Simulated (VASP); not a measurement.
Input of a VASP 6.6.1 run:

File INCAR:

```
PREC = Accurate
ENCUT = 700
EDIFF = 1E-6
ISMEAR = -1
SIGMA = 0.05
LREAL = F
LASPH = T
NELM = 120
ALGO = Normal
ISIF = 2
LWAVE = F
LCHARG = T
GGA = PS
LELF = T
LVHAR = T
NBANDS = 60
GGA_COMPAT = F
ISYM = -1
```

Contents of KPOINTS:

```
explicit points
4
Reciprocal
  0.25000000   0.25000000   0.25000000 2
  0.25000000   0.25000000   0.75000000 2
  0.25000000   0.75000000   0.25000000 2
  0.25000000   0.75000000   0.75000000 2
```

File POSCAR:

```
Al3Zn2GaO8
1.0
    0.0000000000      4.0690780000      4.0690780000
    4.0690780000      0.0000000000      4.0690780000
    4.0690780000      4.0690780000      0.0000000000
Zn Ga Al O
2 1 3 8
Direct
    0.1309780000      0.1321220000      0.1087050000
    0.8228090000      0.8919520000      0.8971430000
    0.4634160000      0.5375440000      0.5151160000
    0.5303920000      0.4866090000      0.9731640000
    0.4996340000      0.9766230000      0.5023030000
    0.9553370000      0.5046200000      0.4995660000
    0.2772260000      0.2368140000      0.2891070000
    0.2802070000      0.2684260000      0.7128030000
    0.2546360000      0.6957350000      0.2752170000
    0.6932070000      0.2486870000      0.2921000000
    0.7335180000      0.7745010000      0.2943260000
    0.7293250000      0.7210280000      0.7232970000
    0.6991560000      0.2869890000      0.7791670000
    0.2871490000      0.7338970000      0.7224850000
```

Potentials or basis: VASP PAW PBE potentials, release 64 (Zn, Ga_d, Al, O).

Launch:

```sh
$ cat potpaw_PBE.64/Zn/POTCAR potpaw_PBE.64/Ga_d/POTCAR potpaw_PBE.64/Al/POTCAR potpaw_PBE.64/O/POTCAR > POTCAR
$ mpirun -np 1 vasp_std > vasp.out
```

What does it give for the pressure?

16.1 GPa.

What does it give for the largest force?

9.041 eV/Å.

Forces on the atoms (eV/Å):
```
Zn   0.695  0.546 -1.197
Zn  -1.986  0.065  0.040
Ga  -7.749 -1.876 -2.368
Al   8.149  2.198 -3.242
Al   5.866 -1.010  2.368
Al  -3.038  4.061  3.076
O    0.595 -3.051 -0.721
O   -0.376 -0.608 -2.905
O   -0.469 -2.287  0.858
O   -1.070  0.111  2.499
O   -4.700 -0.714 -0.788
O    2.313  1.870  1.047
O   -5.610 -0.049  1.627
O    7.381  0.742 -0.293
```

Caveat: the cell stands under pressure; the PAW data sets were made with another functional, which shifts forces and pressure a little.
